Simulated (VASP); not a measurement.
Au: single point with PBE

Crystal: Au.

```
Au
1.0
     0.00000    3.12051    3.12051
     3.12051    0.00000    3.12051
     3.12051    3.12051    0.00000
Au
2
Direct
  0.12500 0.12500 0.12500
  0.87500 0.87500 0.87500
```

This cell differs from its parent crystal: volume scaled by 1.04.

| Item | Value |
| --- | --- |
| Program | VASP 6.6.1 |
| Task | single point |
| Functional | PBE |
| Potentials or basis | VASP PAW PBE potentials, release 64 (Au) |
| Cutoff | 520 eV |
| k mesh | 10 × 10 × 10 |
| Occupations | fermi-dirac, width 0.1 eV |
| Spin | no spin polarisation |
| Dipole correction | no |
| Further INCAR settings | ALGO = Normal; EDIFF = 1e-07; NBANDS = 18 |

```json
{"Pressure": "-1.9 GPa", "Band gap on the k mesh": "zero (band 11 reaches 2.65 eV, above the bottom of band 12 at 2.01 eV)"}
```

Levels at points of the mesh, in eV from the Fermi level:
| k point | band 9 | band 10 | band 11 | band 12 | band 13 | band 14 |
| --- | --- | --- | --- | --- | --- | --- |
| (0.00, 0.00, 0.00) | -2.18 | -1.29 | -1.29 | 8.11 | 9.18 | 9.18 |
| (0.50, 0.00, 0.00) | -1.40 | -1.40 | -0.64 | -0.43 | 6.56 | 6.56 |
| (0.50, 0.50, 0.00) | -1.25 | -1.25 | 0.21 | 0.21 | 3.76 | 3.76 |

Run time: 26 s on 1 thread of Intel(R) Xeon(R) Platinum 8488C (Sapphire Rapids), with other jobs on the host, peak memory 0.22 GiB.

Caveat: spin-orbit coupling is left out, which moves the levels of the heavy elements.
